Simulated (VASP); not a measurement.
# AlRu (scan) (Pm-3m) in VASP: single point with r2SCAN

Aim: the single point of AlRu (scan) with r2SCAN.

Program: VASP 6.6.1. These are calculated values, not measurements. Logs are shortened: lines on timing, memory, paths and dates and some standing lists are left out, and cuts for length are marked.

## (1) The cell of the first run

Symmetry: Pm-3m, No. 221, cubic system. The conventional cell has a = 2.982 Å, b = 2.982 Å, c = 2.982 Å, α = 90.00°, β = 90.00°, γ = 90.00°. Within 3.4 Å of Al (site symmetry m-3m) lie 8 Ru at 2.58 Å and 6 Al at 2.98 Å. Within 3.4 Å of Ru (site symmetry m-3m) lie 8 Al at 2.58 Å and 6 Ru at 2.98 Å.

## (2) Single point, r2SCAN

POSCAR

```
AlRu
1.0
    2.9824954400      0.0000000000      0.0000000000
    0.0000000000      2.9824954400      0.0000000000
    0.0000000000      0.0000000000      2.9824954400
Al Ru
1 1
Direct
    0.0000000000      0.0000000000      0.0000000000
    0.5000000000      0.5000000000      0.5000000000
```

INCAR.step1

```
SYSTEM = AlRu
PREC = Accurate
ENCUT = 550
ISMEAR = 0
SIGMA = 0.1
LREAL = .False.
LASPH = .True.
NELM = 120
NBANDS = 16
GGA = PE
ALGO = Normal
EDIFF = 1E-5
LWAVE = .True.
LCHARG = .False.
GGA_COMPAT = .False.
```

INCAR.step2

```
SYSTEM = AlRu
PREC = Accurate
ENCUT = 550
EDIFF = 1E-6
ISMEAR = 0
SIGMA = 0.1
LREAL = .False.
LASPH = .True.
NELM = 120
ALGO = Normal
ISIF = 2
LWAVE = .False.
LCHARG = .True.
METAGGA = R2SCAN
LMIXTAU = .True.
LELF = .True.
LVHAR = .True.
NBANDS = 16
ISTART = 1
GGA_COMPAT = .False.
```

KPOINTS

```
Automatic mesh
0
Gamma
  6 6 6
  0 0 0
```

Potentials or basis: VASP PAW PBE potentials, release 64 (Al, Ru_pv).

The run is started by

```console
$ cat potpaw_PBE.64/Al/POTCAR potpaw_PBE.64/Ru_pv/POTCAR > POTCAR
$ cp INCAR.step1 INCAR
$ mpirun -np 1 vasp_std > vasp.out
$ cp INCAR.step2 INCAR
$ mpirun -np 1 vasp_std > vasp.out
```

OUTCAR:

```text
SYSTEM = AlRu
   PREC = Accurate
   ENCUT = 550
   EDIFF = 1E-6
   ISMEAR = 0
   LREAL = .False.
   LASPH = .True.
   NELM = 120
   ISIF = 2
   METAGGA = R2SCAN
   ISTART = 1

 ion  position               nearest neighbor table
   1  0.000  0.000  0.000-   2 2.58   2 2.58   2 2.58   2 2.58   2 2.58   2 2.58   2 2.58   2 2.58

   2  0.500  0.500  0.500-   1 2.58   1 2.58   1 2.58   1 2.58   1 2.58   1 2.58   1 2.58   1 2.58

  LATTYP: Found a simple cubic cell.
 ALAT       =     2.9824954400

  Lattice vectors:

 A1 = (   2.9824954400,   0.0000000000,   0.0000000000)
 A2 = (   0.0000000000,   2.9824954400,   0.0000000000)
 A3 = (   0.0000000000,   0.0000000000,   2.9824954400)

Analysis of symmetry for initial positions (statically):
=====================================================================
 Subroutine PRICEL returns:
 Original cell was already a primitive cell.

 Routine SETGRP: Setting up the symmetry group for a
 simple cubic supercell.

 Subroutine GETGRP returns: Found 48 space group operations
 (whereof 48 operations were pure point group operations)
 out of a pool of 48 trial point group operations.

The static configuration has the point symmetry O_h .

Analysis of symmetry for dynamics (positions and initial velocities):
=====================================================================
 Subroutine PRICEL returns:
 Original cell was already a primitive cell.

 Routine SETGRP: Setting up the symmetry group for a
 simple cubic supercell.

 Subroutine GETGRP returns: Found 48 space group operations
 (whereof 48 operations were pure point group operations)
 out of a pool of 48 trial point group operations.

The dynamic configuration has the point symmetry O_h .

 Subroutine INISYM returns: Found 48 space group operations
 (whereof 48 operations are pure point group operations),
 and found     1 'primitive' translations

----------------------------------------------------------------------------------------

                                     Primitive cell

  volume of cell :      26.5301

  direct lattice vectors                    reciprocal lattice vectors
     2.982495440  0.000000000  0.000000000     0.335289700  0.000000000  0.000000000
     0.000000000  2.982495440  0.000000000     0.000000000  0.335289700  0.000000000
     0.000000000  0.000000000  2.982495440     0.000000000  0.000000000  0.335289700

  length of vectors
     2.982495440  2.982495440  2.982495440     0.335289700  0.335289700  0.335289700

  position of ions in fractional coordinates (direct lattice)
     0.000000000  0.000000000  0.000000000
     0.500000000  0.500000000  0.500000000

  ion indices of the primitive-cell ions
   primitive index   ion index
                 1           1
                 2           2

----------------------------------------------------------------------------------------

 KPOINTS: Automatic mesh

Automatic generation of k-mesh.
 Grid dimensions read from file:
 generate k-points for:    6    6    6

 Generating k-lattice:

  Cartesian coordinates                     Fractional coordinates (reciprocal lattice)
     0.055881617  0.000000000  0.000000000     0.166666667  0.000000000  0.000000000
     0.000000000  0.055881617  0.000000000     0.000000000  0.166666667  0.000000000
     0.000000000  0.000000000  0.055881617     0.000000000  0.000000000  0.166666667

  Length of vectors
     0.055881617  0.055881617  0.055881617

  Shift w.r.t. Gamma in fractional coordinates (k-lattice)
     0.000000000  0.000000000  0.000000000

 Subroutine IBZKPT returns following result:
 ===========================================

 Found     20 irreducible k-points:

 Following reciprocal coordinates:
            Coordinates               Weight
  0.000000  0.000000  0.000000      1.000000
  0.166667  0.000000  0.000000      6.000000
  0.333333  0.000000  0.000000      6.000000
  0.500000  0.000000  0.000000      3.000000
  0.166667  0.166667  0.000000     12.000000
  0.333333  0.166667  0.000000     24.000000
[... 12 lines left out ...]
  0.500000  0.500000  0.333333      6.000000
  0.500000  0.500000  0.500000      1.000000
   k-points           NKPTS =     20   k-points in BZ     NKDIM =     20   number of bands    NBANDS=     16
   number of dos      NEDOS =    301   number of ions     NIONS =      2
   total plane-waves  NPLWV =  13824
   dimension x,y,z NGX =    24 NGY =   24 NGZ =   24
   dimension x,y,z NGXF=    48 NGYF=   48 NGZF=   48
   ions per type =               1   1
   NGX,Y,Z   is equivalent  to a cutoff of  13.38, 13.38, 13.38 a.u.
   NGXF,Y,Z  is equivalent  to a cutoff of  26.76, 26.76, 26.76 a.u.
 SYSTEM =  AlRu
   PREC   = accura    normal or accurate (medium, high low for compatibility)
   ISTART =      1    job   : 0-new  1-cont  2-samecut
   ICHARG =      0    charge: 1-file 2-atom 10-const
   ISPIN  =      1    spin polarized calculation?
   LNONCOLLINEAR =      F non collinear calculations
   LSORBIT =      F    spin-orbit coupling
   LASPH  =      T    aspherical Exc in radial PAW
   ENCUT  =  550.0 eV  40.42 Ry    6.36 a.u.   5.70  5.70  5.70*2*pi/ulx,y,z
   NELM   =    120;   NELMIN=  2; NELMDL=  0     # of ELM steps
   EDIFF  = 0.1E-05   stopping-criterion for ELM
   LREAL  =      F    real-space projection
   EDIFFG = 0.1E-04   stopping-criterion for IOM
   NSW    =      0    number of steps for IOM
   IBRION =     -1    ionic relax: 0-MD 1-quasi-New 2-CG
   NFREE  =      0    steps in history (QN), initial steepest desc. (CG)
   ISIF   =      2    stress and relaxation
   ISYM   =      2    0-nonsym 1-usesym 2-fastsym
   POTIM  = 0.5000    time-step for ionic-motion
   TEBEG  =    0.0;   TEEND  =   0.0 temperature during run
   PSTRESS=    0.0 pullay stress
   NELECT =      17.0000    total number of electrons
   NUPDOWN=      -1.0000    fix difference up-down
   EMIN   =  10.00;   EMAX   =-10.00  energy-range for DOS
   EFERMI =   0.00;   METHOD = LEGACY
   ISMEAR =     0;   SIGMA  =   0.10  broadening in eV -4-tet -1-fermi 0-gaus
   EFERMI_NEDOS =   21; number of points for ismear=-14 and -15
   IALGO  =     38    algorithm
   IMIX   =      4    mixing-type and parameters
     AMIX     =   0.40;   BMIX     =  1.00
     AMIX_MAG =   1.60;   BMIX_MAG =  1.00
  volume/ion in A,a.u.               =      13.27        89.52
  Fermi-wavevector in a.u.,A,eV,Ry     =   1.411382  2.667126 27.102807  1.992000
  Thomas-Fermi vector in A             =   2.533239
   LORBIT       =      0    0 simple, 1 ext, 2 COOP (PROOUT), +10 PAW based schemes
   METAGGA = R2SCAN    functional components
   LHFCALC =     F    Hartree Fock is set to
   AEXX    =    0.0000 exact exchange contribution
   IVDW    =     0    specifies the selected vdW correction
   LEPSILON=     F    determine dielectric tensor
   LRPA    =     F    only Hartree local field effects (RPA)
 non-spin polarized calculation
 Gauss-broadening in eV      SIGMA  =   0.10
  energy-cutoff  :      550.00
  volume of cell :       26.53
 maximum number of plane-waves:       804
 NGX is ok and might be reduce to    24
   NGX = 11   NGY = 11   NGZ = 11

 number of electron      16.9999995 magnetization

 Free energy of the ion-electron system (eV)
  ---------------------------------------------------
  ext. energy  EPLUGINS =         0.00000000
  ---------------------------------------------------
  free energy    TOTEN  =       -33.60088940 eV

  energy without entropy =      -33.58719603  energy(sigma->0) =      -33.59404271

 E-fermi :  10.5682     XC(G=0): -13.6717

 val. band max:       10.5558279343   @ k =   0.3333   0.1667   0.0000
 cond. band min:      10.6367128931   @ k =   0.5000   0.1667   0.0000
 fundamental gap:      0.0808849588
 Fermi energy:        10.5682421117

 k-point     1 :       0.0000    0.0000    0.0000
  band No.  band energies     occupation
      1     -32.3887      2.00000
      2     -32.3887      2.00000
      3     -32.3887      2.00000
      4       0.4662      2.00000
      5       6.9513      2.00000
      6       6.9513      2.00000
[... 8 lines left out ...]
     15      22.2139      0.00000
     16      27.3458      0.00000

 k-point     2 :       0.1667    0.0000    0.0000
  band No.  band energies     occupation
      1     -32.4493      2.00000
      2     -32.3835      2.00000
      3     -32.3835      2.00000
      4       1.0266      2.00000
      5       7.0826      2.00000
      6       7.1486      2.00000
[... 8 lines left out ...]
     15      23.6893      0.00000
     16      29.0882      0.00000

 k-point     3 :       0.3333    0.0000    0.0000
  band No.  band energies     occupation
      1     -32.5691      2.00000
      2     -32.3731      2.00000
      3     -32.3731      2.00000
      4       2.5690      2.00000
      5       6.6343      2.00000
      6       7.5894      2.00000
[... 8 lines left out ...]
     15      24.7644      0.00000
     16      26.6494      0.00000

 k-point     4 :       0.5000    0.0000    0.0000
  band No.  band energies     occupation
      1     -32.6283      2.00000
      2     -32.3680      2.00000
      3     -32.3680      2.00000
      4       4.4841      2.00000
      5       4.9814      2.00000
      6       7.8396      2.00000
[... 8 lines left out ...]
     15      24.4308      0.00000
     16      24.4308      0.00000
[... 248 lines left out ...]
 k-point    18 :       0.5000    0.3333    0.3333
  band No.  band energies     occupation
      1     -32.5835      2.00000
      2     -32.5224      2.00000
      3     -32.5196      2.00000
      4       5.2176      2.00000
      5       6.3532      2.00000
      6       6.4606      2.00000
[... 8 lines left out ...]
     15      21.0129      0.00000
     16      22.5428      0.00000

 k-point    19 :       0.5000    0.5000    0.3333
  band No.  band energies     occupation
      1     -32.5765      2.00000
      2     -32.5765      2.00000
      3     -32.5146      2.00000
      4       5.3080      2.00000
      5       6.1772      2.00000
      6       6.1772      2.00000
[... 8 lines left out ...]
     15      21.2356      0.00000
     16      21.2356      0.00000

 k-point    20 :       0.5000    0.5000    0.5000
  band No.  band energies     occupation
      1     -32.5698      2.00000
      2     -32.5698      2.00000
      3     -32.5698      2.00000
      4       5.7309      2.00000
      5       5.7309      2.00000
      6       5.7309      2.00000
[... 8 lines left out ...]
     15      19.7469      0.00000
     16      21.0072      0.00000

------------------------ aborting loop because EDIFF is reached ----------------------------------------

  FORCE on cell =-STRESS in cart. coord.  units (eV):
  Direction    XX          YY          ZZ          XY          YZ          ZX
  --------------------------------------------------------------------------------------
  -------------------------------------------------------------------------------------
  Total        0.0024375      0.0024375      0.0024375      0.0000000     -0.0000000      0.0000000
  in kB        0.1472047      0.1472047      0.1472047      0.0000000     -0.0000000      0.0000000
  external PRESSURE =       0.1472047 kB  Pullay stress =       0.0000000 kB

 VOLUME and BASIS-vectors are now :
 -----------------------------------------------------------------------------
  energy-cutoff  :      550.00
  volume of cell :       26.53
      direct lattice vectors                 reciprocal lattice vectors
     2.982495440  0.000000000  0.000000000     0.335289700  0.000000000  0.000000000
     0.000000000  2.982495440  0.000000000     0.000000000  0.335289700  0.000000000
     0.000000000  0.000000000  2.982495440     0.000000000  0.000000000  0.335289700

 POSITION                                       TOTAL-FORCE (eV/Angst)
 -----------------------------------------------------------------------------------
      0.00000      0.00000      0.00000         0.000000      0.000000      0.000000
      1.49125      1.49125      1.49125         0.000000      0.000000      0.000000
 -----------------------------------------------------------------------------------
    total drift:                                0.000000     -0.000000     -0.000000

  FREE ENERGIE OF THE ION-ELECTRON SYSTEM (eV)
  ---------------------------------------------------
  free  energy   TOTEN  =       -33.6008893966 eV

  energy  without entropy=      -33.5871960299  energy(sigma->0) =      -33.59404271
```

Wall time 16 s (1 thread of Intel Xeon 6975P-C, shared host); peak memory 0.15 GiB.

What came out:

```
Free energy : -33.6009 eV
Pressure    : 0.0 GPa
```

Levels at points of the mesh, in eV from the Fermi level:
| k point | band 5 | band 6 | band 7 | band 8 | band 9 | band 10 | band 11 | band 12 |
| --- | --- | --- | --- | --- | --- | --- | --- | --- |
| (0.00, 0.00, 0.00) | -3.62 | -3.62 | 0.31 | 0.31 | 0.31 | 6.69 | 6.69 | 6.69 |
| (0.50, 0.00, 0.00) | -5.59 | -2.73 | -1.58 | -1.58 | 0.57 | 2.66 | 7.86 | 10.44 |
| (0.50, 0.50, 0.00) | -3.07 | -1.36 | -1.36 | -1.13 | -1.13 | 1.86 | 5.84 | 6.98 |
| (0.50, 0.50, 0.50) | -4.84 | -4.84 | 1.96 | 1.96 | 3.37 | 4.47 | 4.47 | 4.47 |

Caveat: the PAW data sets were made with another functional, which shifts forces and pressure a little.
